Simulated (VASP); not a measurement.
# B3As2 (P4mm) in VASP: a series of runs

The runs below take B3As2 through single point, relaxation of cell and atoms, with PBE.

Everything below comes from runs of VASP 6.6.1. Logs are shortened: lines on timing, memory, paths and dates and some standing lists are left out, and cuts for length are marked.

## (1) The cell of the first run

Symmetry: P4mm, No. 99, tetragonal system. The conventional cell has a = 3.525 Å, b = 3.525 Å, c = 5.191 Å, α = 90.00°, β = 90.00°, γ = 90.00°. Within 3.0 Å of B (site symmetry 2mm) lie 4 As at 2.26 to 2.34 Å and 6 B at 2.28 to 2.49 Å. Within 3.0 Å of B (site symmetry 4mm) lie 4 B at 2.28 Å and 6 As at 2.33 to 2.86 Å. As (site symmetry 4mm) has 6 B at 2.26 to 2.86 Å within 3.0 Å. As (site symmetry 4mm) has 8 B at 2.34 to 2.49 Å within 3.1 Å.

## (2) Single point, PBE

INCAR reads:

```
ALGO = Normal
EDIFF = 1E-6
ENCUT = 520
GGA = PE
ISIF = 2
ISMEAR = 0
LASPH = True
LCHARG = False
LREAL = False
LWAVE = False
NBANDS = 18
NELM = 100
PREC = Accurate
SIGMA = 0.1
```

KPOINTS reads:

```
k-points
0
Gamma
  6 6 4
```

POSCAR reads:

```
B3As2
1.0
    3.5245744200      0.0000000000      0.0000000000
    0.0000000000      3.5245744200      0.0000000000
    0.0000000000      0.0000000000      5.1912710800
B As
3 2
Direct
    0.5000000000      0.0000000000      0.9934612500
    0.0000000000      0.5000000000      0.9934612500
    0.0000000000      0.0000000000      0.2721384500
    0.0000000000      0.0000000000      0.7211286400
    0.5000000000      0.5000000000      0.2898103300
```

Potentials or basis: VASP PAW PBE potentials, release 64 (B, As).

The run is started by

```sh
$ cat potpaw_PBE.64/B/POTCAR potpaw_PBE.64/As/POTCAR > POTCAR
$ mpirun -np 1 vasp_std > vasp.out
```

OUTCAR:

```text
EDIFF = 1E-6
   ENCUT = 520
   GGA = PE
   ISIF = 2
   ISMEAR = 0
   LASPH = True
   LREAL = False
   NELM = 100
   PREC = Accurate

 ion  position               nearest neighbor table
   1  0.500  0.000  0.993-   4 2.26   4 2.26   5 2.34   5 2.34
   2  0.000  0.500  0.993-   4 2.26   4 2.26   5 2.34   5 2.34
   3  0.000  0.000  0.272-   4 2.33   5 2.49   5 2.49   5 2.49   5 2.49
   4  0.000  0.000  0.721-   1 2.26   2 2.26   2 2.26   1 2.26   3 2.33
   5  0.500  0.500  0.290-   1 2.34   2 2.34   1 2.34   2 2.34   3 2.49   3 2.49   3 2.49   3 2.49

  LATTYP: Found a simple tetragonal cell.
 ALAT       =     3.5245744200
 C/A-ratio  =     1.4728788391

  Lattice vectors:

 A1 = (   3.5245744200,   0.0000000000,   0.0000000000)
 A2 = (   0.0000000000,   3.5245744200,   0.0000000000)
 A3 = (   0.0000000000,   0.0000000000,   5.1912710800)

Analysis of symmetry for initial positions (statically):
=====================================================================
 Subroutine PRICEL returns:
 Original cell was already a primitive cell.

 Routine SETGRP: Setting up the symmetry group for a
 simple tetragonal supercell.

 Subroutine GETGRP returns: Found  8 space group operations
 (whereof  8 operations were pure point group operations)
 out of a pool of 16 trial point group operations.

The static configuration has the point symmetry C_4v.

Analysis of symmetry for dynamics (positions and initial velocities):
=====================================================================
 Subroutine PRICEL returns:
 Original cell was already a primitive cell.

 Routine SETGRP: Setting up the symmetry group for a
 simple tetragonal supercell.

 Subroutine GETGRP returns: Found  8 space group operations
 (whereof  8 operations were pure point group operations)
 out of a pool of 16 trial point group operations.

The dynamic configuration has the point symmetry C_4v.

 Subroutine INISYM returns: Found  8 space group operations
 (whereof  8 operations are pure point group operations),
 and found     1 'primitive' translations

----------------------------------------------------------------------------------------

                                     Primitive cell

  volume of cell :      64.4892

  direct lattice vectors                    reciprocal lattice vectors
     3.524574420  0.000000000  0.000000000     0.283722198  0.000000000  0.000000000
     0.000000000  3.524574420  0.000000000     0.000000000  0.283722198  0.000000000
     0.000000000  0.000000000  5.191271080     0.000000000  0.000000000  0.192631050

  length of vectors
     3.524574420  3.524574420  5.191271080     0.283722198  0.283722198  0.192631050

  position of ions in fractional coordinates (direct lattice)
     0.500000000  0.000000000  0.993461250
     0.000000000  0.500000000  0.993461250
     0.000000000  0.000000000  0.272138450
     0.000000000  0.000000000  0.721128640
     0.500000000  0.500000000  0.289810330

  ion indices of the primitive-cell ions
   primitive index   ion index
                 1           1
                 2           2
                 3           3
                 4           4
                 5           5

----------------------------------------------------------------------------------------

 KPOINTS: k-points

Automatic generation of k-mesh.
 Grid dimensions read from file:
 generate k-points for:    6    6    4

 Generating k-lattice:

  Cartesian coordinates                     Fractional coordinates (reciprocal lattice)
     0.047287033  0.000000000  0.000000000     0.166666667  0.000000000  0.000000000
     0.000000000  0.047287033  0.000000000     0.000000000  0.166666667  0.000000000
     0.000000000  0.000000000  0.048157763     0.000000000  0.000000000  0.250000000

  Length of vectors
     0.047287033  0.047287033  0.048157763

  Shift w.r.t. Gamma in fractional coordinates (k-lattice)
     0.000000000  0.000000000  0.000000000

 Subroutine IBZKPT returns following result:
 ===========================================

 Found     30 irreducible k-points:

 Following reciprocal coordinates:
            Coordinates               Weight
  0.000000  0.000000  0.000000      1.000000
  0.166667  0.000000  0.000000      4.000000
  0.333333  0.000000  0.000000      4.000000
  0.500000  0.000000  0.000000      2.000000
  0.166667  0.166667  0.000000      4.000000
  0.333333  0.166667  0.000000      8.000000
[... 16 lines left out ...]
  0.333333  0.000000  0.500000      4.000000
  0.500000  0.000000  0.500000      2.000000
 [... further k-points ...]
   k-points           NKPTS =     30   k-points in BZ     NKDIM =     30   number of bands    NBANDS=     18
   number of dos      NEDOS =    301   number of ions     NIONS =      5
   total plane-waves  NPLWV =  31360
   dimension x,y,z NGX =    28 NGY =   28 NGZ =   40
   dimension x,y,z NGXF=    56 NGYF=   56 NGZF=   80
   ions per type =               3   2
   NGX,Y,Z   is equivalent  to a cutoff of  13.21, 13.21, 12.81 a.u.
   NGXF,Y,Z  is equivalent  to a cutoff of  26.41, 26.41, 25.62 a.u.
 SYSTEM =  unknown system
   PREC   = accura    normal or accurate (medium, high low for compatibility)
   ISTART =      0    job   : 0-new  1-cont  2-samecut
   ICHARG =      2    charge: 1-file 2-atom 10-const
   ISPIN  =      1    spin polarized calculation?
   LNONCOLLINEAR =      F non collinear calculations
   LSORBIT =      F    spin-orbit coupling
   LASPH  =      T    aspherical Exc in radial PAW
   ENCUT  =  520.0 eV  38.22 Ry    6.18 a.u.   6.55  6.55  9.65*2*pi/ulx,y,z
   NELM   =    100;   NELMIN=  2; NELMDL= -5     # of ELM steps
   EDIFF  = 0.1E-05   stopping-criterion for ELM
   LREAL  =      F    real-space projection
   EDIFFG = 0.1E-04   stopping-criterion for IOM
   NSW    =      0    number of steps for IOM
   IBRION =     -1    ionic relax: 0-MD 1-quasi-New 2-CG
   NFREE  =      0    steps in history (QN), initial steepest desc. (CG)
   ISIF   =      2    stress and relaxation
   ISYM   =      2    0-nonsym 1-usesym 2-fastsym
   POTIM  = 0.5000    time-step for ionic-motion
   TEBEG  =    0.0;   TEEND  =   0.0 temperature during run
   PSTRESS=    0.0 pullay stress
   NELECT =      19.0000    total number of electrons
   NUPDOWN=      -1.0000    fix difference up-down
   EMIN   =  10.00;   EMAX   =-10.00  energy-range for DOS
   EFERMI =   0.00;   METHOD = LEGACY
   ISMEAR =     0;   SIGMA  =   0.10  broadening in eV -4-tet -1-fermi 0-gaus
   EFERMI_NEDOS =   21; number of points for ismear=-14 and -15
   IALGO  =     38    algorithm
   IMIX   =      4    mixing-type and parameters
     AMIX     =   0.40;   BMIX     =  1.00
     AMIX_MAG =   1.60;   BMIX_MAG =  1.00
  volume/ion in A,a.u.               =      12.90        87.04
  Fermi-wavevector in a.u.,A,eV,Ry     =   1.089341  2.058555 16.145528  1.186663
  Thomas-Fermi vector in A             =   2.225542
   LORBIT       =      0    0 simple, 1 ext, 2 COOP (PROOUT), +10 PAW based schemes
   GGA     = PE    functional components
   LHFCALC =     F    Hartree Fock is set to
   AEXX    =    0.0000 exact exchange contribution
   IVDW    =     0    specifies the selected vdW correction
   LEPSILON=     F    determine dielectric tensor
   LRPA    =     F    only Hartree local field effects (RPA)
 non-spin polarized calculation
 Gauss-broadening in eV      SIGMA  =   0.10
  energy-cutoff  :      520.00
  volume of cell :       64.49
 maximum number of plane-waves:      1787
 NGX is ok and might be reduce to    28
   NGX = 13   NGY = 13   NGZ = 19

 number of electron      19.0000000 magnetization

 Free energy of the ion-electron system (eV)
  ---------------------------------------------------
  ext. energy  EPLUGINS =         0.00000000
  ---------------------------------------------------
  free energy    TOTEN  =       -22.60393498 eV

  energy without entropy =      -22.59210982  energy(sigma->0) =      -22.59802240

 E-fermi :   6.3900     XC(G=0): -10.7998

 val. band max:        6.3162697518   @ k =   0.1667   0.1667   0.2500
 cond. band min:       6.4249588482   @ k =   0.1667   0.1667   0.5000
 fundamental gap:      0.1086890964
 Fermi energy:         6.3899980833

 k-point     1 :       0.0000    0.0000    0.0000
  band No.  band energies     occupation
      1      -9.3576      2.00000
      2      -5.5101      2.00000
      3      -2.5473      2.00000
      4       0.9359      2.00000
      5       0.9359      2.00000
      6       2.6367      2.00000
[... 10 lines left out ...]
     17      10.8165      0.00000
     18      13.6254      0.00000

 k-point     2 :       0.1667    0.0000    0.0000
  band No.  band energies     occupation
      1      -9.0726      2.00000
      2      -5.4181      2.00000
      3      -2.2857      2.00000
      4      -0.9640      2.00000
      5       1.2418      2.00000
      6       2.7120      2.00000
[... 10 lines left out ...]
     17      11.4561      0.00000
     18      13.5021      0.00000

 k-point     3 :       0.3333    0.0000    0.0000
  band No.  band energies     occupation
      1      -8.2363      2.00000
      2      -5.6787      2.00000
      3      -2.4146      2.00000
      4      -1.5639      2.00000
      5       0.7790      2.00000
      6       2.1339      2.00000
[... 10 lines left out ...]
     17      11.6347      0.00000
     18      12.2683      0.00000

 k-point     4 :       0.5000    0.0000    0.0000
  band No.  band energies     occupation
      1      -6.9876      2.00000
      2      -6.9043      2.00000
      3      -2.3506      2.00000
      4      -0.7917      2.00000
      5      -0.5949      2.00000
      6       1.5890      2.00000
[... 375 lines left out ...]
      4       0.6436      2.00000
      5       1.6034      2.00000
      6       2.1346      2.00000
[... 10 lines left out ...]
     17      11.5786      0.00000
     18      13.5600      0.00000

 k-point    23 :       0.3333    0.0000    0.5000
  band No.  band energies     occupation
      1      -7.6914      2.00000
      2      -6.5035      2.00000
      3      -3.4057      2.00000
      4      -1.1654      2.00000
      5       2.4998      2.00000
      6       2.9130      2.00000
[... 10 lines left out ...]
     17      12.0247      0.00000
     18      13.1068      0.00000

 k-point    24 :       0.5000    0.0000    0.5000
  band No.  band energies     occupation
      1      -6.7407      2.00000
      2      -6.4922      2.00000
      3      -4.4510      2.00000
      4      -2.1367      2.00000
      5       3.5964      2.00000
      6       3.6527      2.00000
[... 10 lines left out ...]
     17      13.1713      0.00000
     18      13.3026      0.00000

 [... further k-points ...]
[... 5 lines left out ...]
  --------------------------------------------------------------------------------------
  -------------------------------------------------------------------------------------
  Total       -0.1755158     -0.1755158     -1.9698476      0.0000000     -0.0000000      0.0000000
  in kB       -4.3605339     -4.3605339    -48.9391177      0.0000000     -0.0000000      0.0000000
  external PRESSURE =     -19.2200619 kB  Pullay stress =       0.0000000 kB

 VOLUME and BASIS-vectors are now :
 -----------------------------------------------------------------------------
  energy-cutoff  :      520.00
  volume of cell :       64.49
      direct lattice vectors                 reciprocal lattice vectors
     3.524574420  0.000000000  0.000000000     0.283722198  0.000000000  0.000000000
     0.000000000  3.524574420  0.000000000     0.000000000  0.283722198  0.000000000
     0.000000000  0.000000000  5.191271080     0.000000000  0.000000000  0.192631050

 POSITION                                       TOTAL-FORCE (eV/Angst)
 -----------------------------------------------------------------------------------
      1.76229      0.00000      5.15733         0.000000      0.000000      0.263138
      0.00000      1.76229      5.15733         0.000000      0.000000      0.263138
      0.00000      0.00000      1.41274        -0.000000      0.000000     -0.521724
      0.00000      0.00000      3.74357         0.000000      0.000000      0.667007
      1.76229      1.76229      1.50448         0.000000     -0.000000     -0.671560
 -----------------------------------------------------------------------------------
    total drift:                                0.000000      0.000000      0.000204

  FREE ENERGIE OF THE ION-ELECTRON SYSTEM (eV)
  ---------------------------------------------------
  free  energy   TOTEN  =       -22.6039349792 eV

  energy  without entropy=      -22.5921098224  energy(sigma->0) =      -22.59802240
```

Run time: 33 s. Hardware: 1 thread of Intel Xeon Platinum 8488C (Sapphire Rapids), shared host; peak memory 0.19 GiB.

What came out:

| Property | Result |
| --- | --- |
| Free energy | -22.6039 eV |
| Pressure | -1.9 GPa |
| Largest force | 0.672 eV/Å |

Forces in eV/Å, atoms in the order of the input:
```
B    0.000  0.000  0.263
B    0.000  0.000  0.263
B    0.000  0.000 -0.522
As   0.000  0.000  0.667
As   0.000  0.000 -0.672
```

## (3) Single point, PBE

This run uses another cell than the first one, of 12.77 Å³/atom, 0.990 times its volume.

INCAR reads:

```
ALGO     = Normal         # electronic algorithm
EDIFF    = 1E-6           # SCF threshold, eV
ENCUT    = 520            # plane-wave cutoff, eV
GGA      = PE             # functional
ISIF     = 2              # what is computed and relaxed
ISMEAR   = 0              # smearing method
LASPH    = T              # aspherical terms in the spheres
LCHARG   = T              # write CHGCAR
LELF     = T              # ELF
LREAL    = F              # projectors in reciprocal space
LVHAR    = T            
LWAVE    = F              # write WAVECAR
NBANDS   = 18             # bands
NELM     = 60             # most SCF steps
PREC     = Accurate       # precision mode
SIGMA    = 0.1            # smearing width, eV
```

KPOINTS is that of step 2.

POSCAR reads:

```
B3As2
1.0
    3.7883117432      0.0000000000      0.0000000000
    0.0000000000      3.7883117432      0.0000000000
    0.0000000000      0.0000000000      4.4487373354
B As
3 2
Direct
    0.5000000000      0.0000000000      1.0172490288
    0.0000000000      0.5000000000      1.0172490288
    0.0000000000      0.0000000000      0.2307860281
    0.0000000000      0.0000000000      0.7266873253
    0.5000000000      0.5000000000      0.2780285089
```

Potentials or basis: VASP PAW PBE potentials, release 64 (B, As).

The run is started by

```sh
$ cat potpaw_PBE.64/B/POTCAR potpaw_PBE.64/As/POTCAR > POTCAR
$ mpirun -np 1 vasp_std > vasp.out
```

It took 34 s on 1 thread of Intel Xeon Platinum 8488C (Sapphire Rapids), shared host; peak memory 0.18 GiB.

The run converged. Its results:

```
Free energy   : -23.4161 eV
Pressure      : 0.6 GPa
Largest force : 0.021 eV/Å
```

Forces on the atoms (eV/Å):
```
B    0.000  0.000 -0.007
B    0.000  0.000 -0.007
B    0.000  0.000  0.014
As   0.000  0.000 -0.021
As   0.000  0.000  0.020
```

Stress tensor (GPa, compression positive):
```
0.51 0.00 0.00
0.00 0.51 0.00
0.00 0.00 0.69
```

Levels at points of the mesh, in eV from the Fermi level:
| k point | band 7 | band 8 | band 9 | band 10 | band 11 | band 12 | band 13 | band 14 |
| --- | --- | --- | --- | --- | --- | --- | --- | --- |
| (0.00, 0.00, 0.00) | -3.62 | -0.55 | -0.10 | -0.10 | 1.22 | 2.23 | 2.23 | 2.82 |
| (0.50, 0.00, 0.00) | -3.39 | -3.11 | -2.32 | -1.85 | 2.29 | 2.64 | 3.87 | 5.13 |
| (0.50, 0.50, 0.00) | -3.54 | -3.54 | -2.66 | 1.11 | 1.11 | 2.72 | 4.32 | 4.74 |
| (0.00, 0.00, 0.50) | -2.81 | -1.83 | -1.83 | -0.29 | 0.27 | 1.35 | 1.35 | 2.23 |
| (0.50, 0.00, 0.50) | -2.85 | -2.24 | -0.52 | -0.37 | -0.33 | 1.94 | 3.65 | 4.35 |
| (0.50, 0.50, 0.50) | -5.53 | -4.15 | 2.23 | 3.97 | 4.38 | 4.78 | 5.63 | 5.63 |

## (4) Relaxation of cell and atoms, PBE

INCAR reads:

```
ALGO     = Normal         # electronic algorithm
EDIFF    = 1E-7           # SCF threshold, eV
EDIFFG   = -0.04          # ionic threshold
ENCUT    = 600            # plane-wave cutoff, eV
GGA      = PE             # functional
IBRION   = 2              # ionic algorithm
ISIF     = 3              # what is computed and relaxed
ISMEAR   = 0              # smearing method
LASPH    = T              # aspherical terms in the spheres
LCHARG   = F              # write CHGCAR
LREAL    = F              # projectors in reciprocal space
LWAVE    = F              # write WAVECAR
NELM     = 80             # most SCF steps
NSW      = 90             # ionic steps
PREC     = Accurate       # precision mode
SIGMA    = 0.1            # smearing width, eV
```

KPOINTS is that of step 3.

POSCAR reads:

```
B3As2
1.0
    3.5245744200      0.0000000000      0.0000000000
    0.0000000000      3.5245744200      0.0000000000
    0.0000000000      0.0000000000      5.1912710800
B As
3 2
Direct
    0.5000000000      0.0000000000      0.9934612500
    0.0000000000      0.5000000000      0.9934612500
    0.0000000000      0.0000000000      0.2721384500
    0.0000000000      0.0000000000      0.7211286400
    0.5000000000      0.5000000000      0.2898103300
```

The run is started by

```sh
$ cat potpaw_PBE.64/B/POTCAR potpaw_PBE.64/As/POTCAR > POTCAR
$ mpirun -np 1 vasp_std > vasp.out
```

Run time: 7.9 min. Hardware: 1 thread of Intel Xeon Platinum 8488C (Sapphire Rapids), shared host; peak memory 0.2 GiB.

It converged, with:

```yaml
Free_energy: -23.4178 eV
Relaxed_volume: 12.86 Å³/atom
Relaxed_cell: a = 3.795 Å, b = 3.795 Å, c = 4.466 Å, α = 90.00°, β = 90.00°, γ = 90.00°
Space_group_after_relaxing_to_0.05_Å: P4mm (No. 99)
Energy_gained_by_relaxing: 162.5 meV/atom
Ionic_steps: 25
Pressure_after_relaxing: -0.1 GPa
Largest_force_after_relaxing: 0.012 eV/Å
```

Forces on the atoms (eV/Å):
```
B    0.000  0.000  0.002
B    0.000  0.000  0.002
B    0.000  0.000 -0.010
As   0.000  0.000 -0.006
As   0.000  0.000  0.012
```

Stress tensor (GPa, compression positive):
```
-0.09  0.00  0.00
 0.00 -0.09  0.00
 0.00  0.00 -0.27
```

Step by step:
```csv
step,energy change (eV),largest force (eV/Å),pressure (GPa),volume (Å³)
1,0.0000,0.6720,-1.93,64.49
2,-0.0785,0.4876,1.87,63.04
3,-0.1062,0.4557,5.29,61.76
4,-0.1505,0.4813,5.58,61.87
5,-0.3239,0.4921,6.21,62.17
6,-0.5182,1.7565,8.75,62.63
7,-0.5303,1.5784,8.24,62.57
8,-0.6033,1.4314,6.02,63.70
9,-0.6609,1.1745,0.72,67.06
10,-0.6660,1.1624,1.48,66.49
11,-0.6687,1.3015,2.14,66.00
12,-0.7071,1.0848,1.02,66.16
13,-0.7481,0.5525,-0.91,66.46
14,-0.7538,0.3324,-1.73,66.61
15,-0.7543,0.2559,-2.02,66.66
16,-0.7711,0.2081,-1.64,66.10
17,-0.8024,0.0801,-0.15,64.43
18,-0.8046,0.1519,0.57,63.77
19,-0.8047,0.1360,0.42,63.90
20,-0.8093,0.1146,0.21,64.05
21,-0.8111,0.0805,0.00,64.21
22,-0.8115,0.0607,0.01,64.23
23,-0.8122,0.0601,0.01,64.28
24,-0.8122,0.0702,0.02,64.29
25,-0.8125,0.0124,-0.15,64.32
```

Final structure:
```xyz
5
Lattice="3.7949 0.0000 0.0000 0.0000 3.7949 0.0000 0.0000 0.0000 4.4663" Properties=species:S:1:pos:R:3 pbc="T T T"
B     1.8975    0.0000    0.0754
B     0.0000    1.8975    0.0754
B     0.0000    3.7949    1.0362
As    0.0000    0.0000    3.2496
As    1.8975    1.8975    1.2356
```

Levels at points of the mesh, in eV from the Fermi level:
| k point | band 8 | band 9 | band 10 | band 11 | band 12 | band 13 |
| --- | --- | --- | --- | --- | --- | --- |
| (0.00, 0.00, 0.00) | -0.53 | -0.10 | -0.10 | 1.23 | 2.23 | 2.23 |
| (0.50, 0.00, 0.00) | -3.06 | -2.31 | -1.83 | 2.28 | 2.62 | 3.84 |
| (0.50, 0.50, 0.00) | -3.52 | -2.64 | 1.14 | 1.14 | 2.74 | 4.33 |
| (0.00, 0.00, 0.50) | -1.79 | -1.79 | -0.30 | 0.30 | 1.37 | 1.37 |
| (0.50, 0.00, 0.50) | -2.22 | -0.52 | -0.37 | -0.30 | 1.90 | 4.31 |
| (0.50, 0.50, 0.50) | -4.10 | 2.19 | 3.90 | 4.38 | 4.77 | 5.63 |

[end of part 1 of 2]
